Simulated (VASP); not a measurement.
Runs of VASP 6.6.1 on Pb. The structure is that of space group Fm-3m (No. 225), or close to it. The cells are those of the table. 

| task | level | potentials or basis | spin | cell | gap on the mesh (eV) | pressure (GPa) |
| --- | --- | --- | --- | --- | --- | --- |
| single point | PBE | VASP PAW PBE potentials, release 64 (Pb_d) | non-collinear, zero start, SOC | a = 3.493 Å, angles 60.0°, 1 atom | - | 2.9 |
| single point | LDA | VASP PAW LDA potentials, release 64 (Pb_d) | off | a = 3.493 Å, angles 60.0°, 1 atom | none | -1.7 |
| single point | PBEsol | VASP PAW PBE potentials, release 64 (Pb_d) | off | a = 3.493 Å, angles 60.0°, 1 atom | none | -0.2 |
| electric field gradients | PBEsol | VASP PAW PBE potentials, release 64 (Pb_d) | off | a = 3.539 Å, angles 60.0°, 1 atom | none | (b) |
| single point | PBE | VASP PAW PBE potentials, release 64 (Pb_d) | off | a = 3.493 Å, angles 60.0°, 1 atom | none | (a) |

Alike in all rows: k mesh 13 × 13 × 13; cutoff (eV) 520; smearing fermi-dirac 0.08 eV.

Problem. Estimate the missing entries.

Solution. (a) 2.7; (b) -1.9.

Caveats: spin-orbit coupling is left out, which moves the levels of the heavy elements (at least some runs); the PAW data sets were made with another functional, which shifts forces and pressure a little (at least some runs).

A k mesh can miss the band edges, and rows without SOC leave out spin-orbit coupling on Pb.

A gap of «none» marks levels without a gap at the run's occupations.
